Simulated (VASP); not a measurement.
# Ta4Ti (Im-3m) in VASP: further runs

Ta4Ti is run at these levels: PBE; tasks: single point, relaxation of cell and atoms.

All numbers are computed with VASP 6.6.1; they aren't measurements. Logs are shortened: lines on timing, memory, paths and dates and some standing lists are left out, and cuts for length are marked.

**1. The cell of the first run**

Symmetry: Im-3m, No. 229, cubic system. The conventional cell has a = 5.473 Å, b = 5.473 Å, c = 5.473 Å, α = 90.00°, β = 90.00°, γ = 90.00°. Ti (site symmetry m-3m) has 8 Ta at 2.37 Å within 3.1 Å. Ta (site symmetry -3m) has 2 Ti at 2.37 Å and 6 Ta at 2.74 Å within 3.1 Å.

The cell was built from a structure type or drawn by symmetry, and may not be a known phase.

**2. Single point, PBE**

INCAR reads:

```
SYSTEM = Ta4Ti
PREC = Accurate
ENCUT = 520
EDIFF = 1E-6
ISMEAR = 0
SIGMA = 0.1
LREAL = .False.
LASPH = .True.
NELM = 80
ALGO = Fast
ISIF = 2
LWAVE = .False.
LCHARG = .False.
GGA = PE
NBANDS = 36
```

KPOINTS reads:

```
regular mesh
0
Gamma
  4 4 4
  0 0 0
```

POSCAR reads:

```
Ta4Ti
1.0
   -2.7364450700      2.7364450700      2.7364450700
    2.7364450700     -2.7364450700      2.7364450700
    2.7364450700      2.7364450700     -2.7364450700
Ti Ta
1 4
Direct
    0.0000000000      0.0000000000      0.0000000000
    0.0000000000      0.0000000000      0.5000000000
    0.5000000000      0.0000000000      0.0000000000
    0.0000000000      0.5000000000      0.0000000000
    0.5000000000      0.5000000000      0.5000000000
```

Potentials or basis: VASP PAW PBE potentials, release 64 (Ti_sv, Ta_pv).

Command:

```sh
cat potpaw_PBE.64/Ti_sv/POTCAR potpaw_PBE.64/Ta_pv/POTCAR > POTCAR
mpirun -np 1 vasp_std > vasp.out
```

OUTCAR:

```text
SYSTEM = Ta4Ti
   PREC = Accurate
   ENCUT = 520
   EDIFF = 1E-6
   ISMEAR = 0
   LREAL = .False.
   LASPH = .True.
   NELM = 80
   ISIF = 2
   GGA = PE

 ion  position               nearest neighbor table
   1  0.000  0.000  0.000-   2 2.37   3 2.37   4 2.37   5 2.37   2 2.37   4 2.37   3 2.37   5 2.37

   2  0.000  0.000  0.500-   1 2.37   1 2.37   4 2.74   5 2.74   3 2.74   4 2.74   3 2.74   5 2.74

   3  0.500  0.000  0.000-   1 2.37   1 2.37   4 2.74   5 2.74   5 2.74   2 2.74   2 2.74   4 2.74

   4  0.000  0.500  0.000-   1 2.37   1 2.37   3 2.74   5 2.74   2 2.74   2 2.74   5 2.74   3 2.74

   5  0.500  0.500  0.500-   1 2.37   1 2.37   3 2.74   4 2.74   3 2.74   4 2.74   2 2.74   2 2.74

  LATTYP: Found a body centered cubic cell.
 ALAT       =     5.4728901400

  Lattice vectors:

 A1 = (  -2.7364450700,   2.7364450700,   2.7364450700)
 A2 = (   2.7364450700,  -2.7364450700,   2.7364450700)
 A3 = (   2.7364450700,   2.7364450700,  -2.7364450700)

Analysis of symmetry for initial positions (statically):
=====================================================================
 Subroutine PRICEL returns:
 Original cell was already a primitive cell.

 Routine SETGRP: Setting up the symmetry group for a
 body centered cubic supercell.

 Subroutine GETGRP returns: Found 48 space group operations
 (whereof 48 operations were pure point group operations)
 out of a pool of 48 trial point group operations.

The static configuration has the point symmetry O_h .

Analysis of symmetry for dynamics (positions and initial velocities):
=====================================================================
 Subroutine PRICEL returns:
 Original cell was already a primitive cell.

 Routine SETGRP: Setting up the symmetry group for a
 body centered cubic supercell.

 Subroutine GETGRP returns: Found 48 space group operations
 (whereof 48 operations were pure point group operations)
 out of a pool of 48 trial point group operations.

The dynamic configuration has the point symmetry O_h .

 Subroutine INISYM returns: Found 48 space group operations
 (whereof 48 operations are pure point group operations),
 and found     1 'primitive' translations

----------------------------------------------------------------------------------------

                                     Primitive cell

  volume of cell :      81.9634

  direct lattice vectors                    reciprocal lattice vectors
    -2.736445070  2.736445070  2.736445070     0.000000000  0.182718815  0.182718815
     2.736445070 -2.736445070  2.736445070     0.182718815  0.000000000  0.182718815
     2.736445070  2.736445070 -2.736445070     0.182718815  0.182718815  0.000000000

  length of vectors
     4.739661893  4.739661893  4.739661893     0.258403426  0.258403426  0.258403426

  position of ions in fractional coordinates (direct lattice)
     0.000000000  0.000000000  0.000000000
     0.000000000  0.000000000  0.500000000
     0.500000000  0.000000000  0.000000000
     0.000000000  0.500000000  0.000000000
     0.500000000  0.500000000  0.500000000

  ion indices of the primitive-cell ions
   primitive index   ion index
                 1           1
                 2           2
                 3           3
                 4           4
                 5           5

----------------------------------------------------------------------------------------

 KPOINTS: regular mesh

Automatic generation of k-mesh.
 Grid dimensions read from file:
 generate k-points for:    4    4    4

 Generating k-lattice:

  Cartesian coordinates                     Fractional coordinates (reciprocal lattice)
     0.000000000  0.045679704  0.045679704     0.250000000  0.000000000  0.000000000
     0.045679704  0.000000000  0.045679704     0.000000000  0.250000000  0.000000000
     0.045679704  0.045679704  0.000000000     0.000000000  0.000000000  0.250000000

  Length of vectors
     0.064600857  0.064600857  0.064600857

  Shift w.r.t. Gamma in fractional coordinates (k-lattice)
     0.000000000  0.000000000  0.000000000

 Subroutine IBZKPT returns following result:
 ===========================================

 Found      8 irreducible k-points:

 Following reciprocal coordinates:
            Coordinates               Weight
  0.000000  0.000000  0.000000      1.000000
  0.250000  0.000000  0.000000     12.000000
  0.500000  0.000000  0.000000      6.000000
  0.250000  0.250000  0.000000     24.000000
  0.250000  0.250000  0.250000      2.000000
 -0.250000  0.250000  0.250000      6.000000
  0.500000  0.500000  0.250000     12.000000
  0.500000  0.500000  0.500000      1.000000
   k-points           NKPTS =      8   k-points in BZ     NKDIM =      8   number of bands    NBANDS=     36
   number of dos      NEDOS =    301   number of ions     NIONS =      5
   total plane-waves  NPLWV =  46656
   dimension x,y,z NGX =    36 NGY =   36 NGZ =   36
   dimension x,y,z NGXF=    72 NGYF=   72 NGZF=   72
   ions per type =               1   4
   NGX,Y,Z   is equivalent  to a cutoff of  12.63, 12.63, 12.63 a.u.
   NGXF,Y,Z  is equivalent  to a cutoff of  25.25, 25.25, 25.25 a.u.
 SYSTEM =  Ta4Ti
   PREC   = accura    normal or accurate (medium, high low for compatibility)
   ISTART =      0    job   : 0-new  1-cont  2-samecut
   ICHARG =      2    charge: 1-file 2-atom 10-const
   ISPIN  =      1    spin polarized calculation?
   LNONCOLLINEAR =      F non collinear calculations
   LSORBIT =      F    spin-orbit coupling
   LASPH  =      T    aspherical Exc in radial PAW
   ENCUT  =  520.0 eV  38.22 Ry    6.18 a.u.   8.81  8.81  8.81*2*pi/ulx,y,z
   NELM   =     80;   NELMIN=  2; NELMDL= -5     # of ELM steps
   EDIFF  = 0.1E-05   stopping-criterion for ELM
   LREAL  =      F    real-space projection
   EDIFFG = 0.1E-04   stopping-criterion for IOM
   NSW    =      0    number of steps for IOM
   IBRION =     -1    ionic relax: 0-MD 1-quasi-New 2-CG
   NFREE  =      0    steps in history (QN), initial steepest desc. (CG)
   ISIF   =      2    stress and relaxation
   ISYM   =      2    0-nonsym 1-usesym 2-fastsym
   POTIM  = 0.5000    time-step for ionic-motion
   TEBEG  =    0.0;   TEEND  =   0.0 temperature during run
   PSTRESS=    0.0 pullay stress
   NELECT =      56.0000    total number of electrons
   NUPDOWN=      -1.0000    fix difference up-down
   EMIN   =  10.00;   EMAX   =-10.00  energy-range for DOS
   EFERMI =   0.00;   METHOD = LEGACY
   ISMEAR =     0;   SIGMA  =   0.10  broadening in eV -4-tet -1-fermi 0-gaus
   EFERMI_NEDOS =   21; number of points for ismear=-14 and -15
   IALGO  =     68    algorithm
   IMIX   =      4    mixing-type and parameters
     AMIX     =   0.40;   BMIX     =  1.00
     AMIX_MAG =   1.60;   BMIX_MAG =  1.00
  volume/ion in A,a.u.               =      16.39       110.62
  Fermi-wavevector in a.u.,A,eV,Ry     =   1.441886  2.724769 28.286972  2.079034
  Thomas-Fermi vector in A             =   2.560468
   LORBIT       =      0    0 simple, 1 ext, 2 COOP (PROOUT), +10 PAW based schemes
   GGA     = PE    functional components
   LHFCALC =     F    Hartree Fock is set to
   AEXX    =    0.0000 exact exchange contribution
   IVDW    =     0    specifies the selected vdW correction
   LEPSILON=     F    determine dielectric tensor
   LRPA    =     F    only Hartree local field effects (RPA)
 non-spin polarized calculation
 RMM-DIIS sequential band-by-band and
 Gauss-broadening in eV      SIGMA  =   0.10
  energy-cutoff  :      520.00
  volume of cell :       81.96
 maximum number of plane-waves:      2234
   NGX = 17   NGY = 17   NGZ = 17

 number of electron      55.9999995 magnetization

 Free energy of the ion-electron system (eV)
  ---------------------------------------------------
  ext. energy  EPLUGINS =         0.00000000
  ---------------------------------------------------
  free energy    TOTEN  =       -45.73127092 eV

  energy without entropy =      -45.68903725  energy(sigma->0) =      -45.71015409

 E-fermi :   6.7663     XC(G=0): -12.6673

 val. band max:        6.7655497056   @ k =   0.5000   0.5000   0.2500
 cond. band min:       6.8231090300   @ k =   0.5000   0.0000   0.0000
 fundamental gap:      0.0575593244
 Fermi energy:         6.7662535998

 k-point     1 :       0.0000    0.0000    0.0000
  band No.  band energies     occupation
      1     -48.4426      2.00000
      2     -28.3553      2.00000
      3     -28.3553      2.00000
      4     -28.3553      2.00000
      5     -27.5681      2.00000
      6     -27.5681      2.00000
[... 28 lines left out ...]
     35      11.8999      0.00000
     36      11.9071      0.00000

 k-point     2 :       0.2500    0.0000    0.0000
  band No.  band energies     occupation
      1     -48.4503      2.00000
      2     -28.3003      2.00000
      3     -28.0749      2.00000
      4     -28.0365      2.00000
      5     -27.5038      2.00000
      6     -27.4895      2.00000
[... 28 lines left out ...]
     35      10.5671      0.00000
     36      11.8409      0.00000

 k-point     3 :       0.5000    0.0000    0.0000
  band No.  band energies     occupation
      1     -48.4581      2.00000
      2     -28.2468      2.00000
      3     -27.6639      2.00000
      4     -27.5693      2.00000
      5     -27.3086      2.00000
      6     -27.1934      2.00000
[... 28 lines left out ...]
     35       9.7457      0.00000
     36      10.3298      0.00000

 k-point     4 :       0.2500    0.2500    0.0000
  band No.  band energies     occupation
      1     -48.4581      2.00000
      2     -28.1240      2.00000
      3     -27.8006      2.00000
      4     -27.5646      2.00000
      5     -27.4696      2.00000
      6     -27.1998      2.00000
[... 28 lines left out ...]
     35       9.8200      0.00000
     36      10.1343      0.00000

 k-point     5 :       0.2500    0.2500    0.2500
  band No.  band energies     occupation
      1     -48.4580      2.00000
      2     -27.6821      2.00000
      3     -27.6821      2.00000
      4     -27.6821      2.00000
      5     -27.1987      2.00000
      6     -27.0378      2.00000
[... 28 lines left out ...]
     35       8.9684      0.00000
     36       9.1417      0.00000

 k-point     6 :      -0.2500    0.2500    0.2500
  band No.  band energies     occupation
      1     -48.4581      2.00000
      2     -28.1329      2.00000
      3     -27.8987      2.00000
      4     -27.8987      2.00000
      5     -27.6577      2.00000
      6     -27.2168      2.00000
[... 28 lines left out ...]
     35      10.2694      0.00000
     36      10.6295      0.00000

 k-point     7 :       0.5000    0.5000    0.2500
  band No.  band energies     occupation
      1     -48.4659      2.00000
      2     -28.0340      2.00000
      3     -27.6494      2.00000
      4     -27.5961      2.00000
      5     -27.5590      2.00000
      6     -27.5447      2.00000
[... 28 lines left out ...]
     35       9.7573      0.00000
     36      10.2782      0.00000

 k-point     8 :       0.5000    0.5000    0.5000
  band No.  band energies     occupation
      1     -48.4738      2.00000
      2     -27.8689      2.00000
      3     -27.7455      2.00000
      4     -27.7455      2.00000
      5     -27.5265      2.00000
      6     -27.5265      2.00000
[... 28 lines left out ...]
     35       9.5242      0.00000
     36       9.5765      0.00000

------------------------ aborting loop because EDIFF is reached ----------------------------------------

  FORCE on cell =-STRESS in cart. coord.  units (eV):
  Direction    XX          YY          ZZ          XY          YZ          ZX
  --------------------------------------------------------------------------------------
  -------------------------------------------------------------------------------------
  Total       24.6238321     24.6238321     24.6238321     -0.0000000     -0.0000000      0.0000000
  in kB      481.3334333    481.3334333    481.3334333     -0.0000000     -0.0000000      0.0000000
  external PRESSURE =     481.3334333 kB  Pullay stress =       0.0000000 kB

 VOLUME and BASIS-vectors are now :
 -----------------------------------------------------------------------------
  energy-cutoff  :      520.00
  volume of cell :       81.96
      direct lattice vectors                 reciprocal lattice vectors
    -2.736445070  2.736445070  2.736445070     0.000000000  0.182718815  0.182718815
     2.736445070 -2.736445070  2.736445070     0.182718815  0.000000000  0.182718815
     2.736445070  2.736445070 -2.736445070     0.182718815  0.182718815  0.000000000

 POSITION                                       TOTAL-FORCE (eV/Angst)
 -----------------------------------------------------------------------------------
      0.00000      0.00000      0.00000         0.000000      0.000000      0.000000
      1.36822      1.36822     -1.36822        -0.000000     -0.000000      0.000000
     -1.36822      1.36822      1.36822         0.000000      0.000000     -0.000000
      1.36822     -1.36822      1.36822        -0.000000     -0.000000      0.000000
      1.36822      1.36822      1.36822        -0.000000      0.000000     -0.000000
 -----------------------------------------------------------------------------------
    total drift:                                0.000000     -0.000000      0.000000

  FREE ENERGIE OF THE ION-ELECTRON SYSTEM (eV)
  ---------------------------------------------------
  free  energy   TOTEN  =       -45.7312709236 eV

  energy  without entropy=      -45.6890372522  energy(sigma->0) =      -45.71015409
```

Wall time 30 s (1 thread of Intel Xeon 6975P-C (Granite Rapids), shared host); peak memory 0.2 GiB.

Results:

- Free energy: -45.7313 eV
- Pressure: 48.1 GPa
- Band gap on the k mesh: zero (bands 28 and 29 overlap by 1.02 eV)

Caveat: the k points lie up to 0.41 Å⁻¹ apart, too coarse for converged energies and pressures of a metal; spin-orbit coupling is left out, which moves the levels of the heavy elements.

**3. Single point, PBE**

This run uses another cell than the first one, of 21.17 Å³/atom.

INCAR reads:

```
ALGO = Normal ; EDIFF = 1E-7
ENCUT = 520 ; GGA = PE
ISIF = 2 ; ISMEAR = 0
LASPH = True ; LCHARG = False
LREAL = False ; LWAVE = False
NBANDS = 36 ; NELM = 80
PREC = Accurate ; SIGMA = 0.1
```

KPOINTS reads:

```
k-points
0
Gamma
  4 4 4
```

POSCAR, as its differences from that of step 2:

```diff
@@ -2,5 +2,5 @@
 1.0
-   -2.7364450700      2.7364450700      2.7364450700
-    2.7364450700     -2.7364450700      2.7364450700
-    2.7364450700      2.7364450700     -2.7364450700
+   -2.9801890885      2.9801890885      2.9801890885
+    2.9801890885     -2.9801890885      2.9801890885
+    2.9801890885      2.9801890885     -2.9801890885
 Ti Ta
```

Potentials or basis: VASP PAW PBE potentials, release 64 (Ti_sv, Ta_pv).

Command:

```sh
cat potpaw_PBE.64/Ti_sv/POTCAR potpaw_PBE.64/Ta_pv/POTCAR > POTCAR
mpirun -np 1 vasp_std > vasp.out
```

Wall time 24 s (1 thread of Intel Xeon 6975P-C (Granite Rapids), shared host); peak memory 0.24 GiB.

Results (log left out):

```yaml
Free_energy: -48.6742 eV
Pressure: 0.0 GPa
Band_gap_on_the_k_mesh: zero (bands 28 and 29 overlap by 0.83 eV)
```

Levels at points of the mesh, in eV from the Fermi level:
```
           k point  band 26  band 27  band 28  band 29  band 30  band 31
(0.00, 0.00, 0.00)     0.43     0.43     0.43     2.43     2.43     2.43
(0.50, 0.00, 0.00)    -0.35    -0.26    -0.24    -0.07     0.00     0.45
(0.50, 0.50, 0.50)    -1.17    -1.17    -0.47     1.30     1.30     1.30
```

Caveat: the k points lie up to 0.37 Å⁻¹ apart, too coarse for converged energies and pressures of a metal; spin-orbit coupling is left out, which moves the levels of the heavy elements.

(Continued in part 2 of 2.)
